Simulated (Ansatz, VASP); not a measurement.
**Rh: VASP beside Ansatz**

```
CELL_PARAMETERS angstrom
0.00000 1.87683 1.87683
1.87683 0.00000 1.87683
1.87683 1.87683 0.00000
ATOMIC_POSITIONS crystal
Rh 0.00000 0.00000 0.00000
```

Alike in both runs: functional LDA; k mesh 17 × 17 × 17; occupations fermi-dirac, width 0.05 eV; no spin polarisation.

Ansatz relaxed the structure, and its values are those at the end. VASP's run is a single point on that final structure, the one shown.

|  | VASP | Ansatz |
| --- | --- | --- |
| version | VASP 6.6.1 | Ansatz 0.2.0 |
| potentials or method | VASP PAW LDA potentials, release 64 (Rh_pv) | PAW with Ansatz's default frozen-core files, scalar-relativistic |
| plane-wave cutoff (eV) | 500 | 420 |
| valence electrons in the cell | 15 | 17 |

```tsv
	VASP	Ansatz	Ansatz less VASP
pressure (GPa)	1.0	0.0	-0.97
```

LDA's correlation is that of Perdew and Zunger in VASP and of Perdew and Wang (1992) in Ansatz. VASP's potentials hold 15 valence electrons a cell and Ansatz's 17, so a difference there can come from the potentials and not from the codes.
